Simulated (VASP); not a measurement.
A run of VASP 6.6.1:

File INCAR:

```
SYSTEM = C
  ALGO = Normal
  EDIFF = 1E-6
  EDIFFG = -0.04
  ENCUT = 600
  GGA = PE
  IBRION = 2
  ISIF = 3
  ISMEAR = 0
  LASPH = .TRUE.
  LCHARG = .FALSE.
  LREAL = .FALSE.
  LWAVE = .FALSE.
  NELM = 100
  NSW = 90
  PREC = Accurate
  SIGMA = 0.1
```

KPOINTS

```
k-points
0
G
  6 6 8
  0 0 0
```

The input POSCAR:

```
C
1.0
    2.4698122967      0.0000000000      0.0000000000
   -1.2349061483      2.1389201915      0.0000000000
    0.0000000000      0.0000000000      2.4101863103
C
2
Direct
    0.3333333333      0.6666666667      0.5000000000
    0.6666666667      0.3333333333      0.5000000000
```

Potentials or basis: VASP PAW PBE potentials, release 64 (C).

Launch:

```console
$ cat potpaw_PBE.64/C/POTCAR > POTCAR
$ mpirun -np 1 vasp_std > vasp.out
```

Hardware: 1 thread of Intel(R) Xeon(R) 6975P-C (Granite Rapids) (shared host).

Estimate the wall time of this run.

Wall time 9.4 s on 1 thread of Intel(R) Xeon(R) 6975P-C (Granite Rapids), on a shared host, peak memory 0.11 GiB. Counts: scf iterations 54, k points 35, ion steps 9.
